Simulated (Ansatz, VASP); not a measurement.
# BAs in VASP and in Ansatz

```
CELL_PARAMETERS angstrom
0.00000 2.36593 2.36593
2.36593 0.00000 2.36593
2.36593 2.36593 0.00000
ATOMIC_POSITIONS crystal
B 0.00000 0.00000 0.00000
As 0.25000 0.25000 0.25000
```

Alike in both runs: functional LDA; k mesh 8 × 8 × 8; no spin polarisation.

Ansatz relaxed the structure, and its values are those at the end. VASP's run is a single point on that final structure, the one shown.

|  | VASP | Ansatz |
| --- | --- | --- |
| version | VASP 6.6.1 | Ansatz 0.2.0 |
| potentials or method | VASP PAW LDA potentials, release 64 (B, As_d) | plane waves, PAW |
| plane-wave cutoff (eV) | 600 | 420 |
| occupations | gaussian, width 0.01 eV | fixed |
| valence electrons in the cell | 18 | 18 |

Ansatz gave:

```
pressure (GPa) : 0.0
```

Task: What did VASP give for the same quantities?

Result: Pressure (GPa): 1.1.

LDA's correlation is that of Perdew and Zunger in VASP and of Perdew and Wang (1992) in Ansatz.
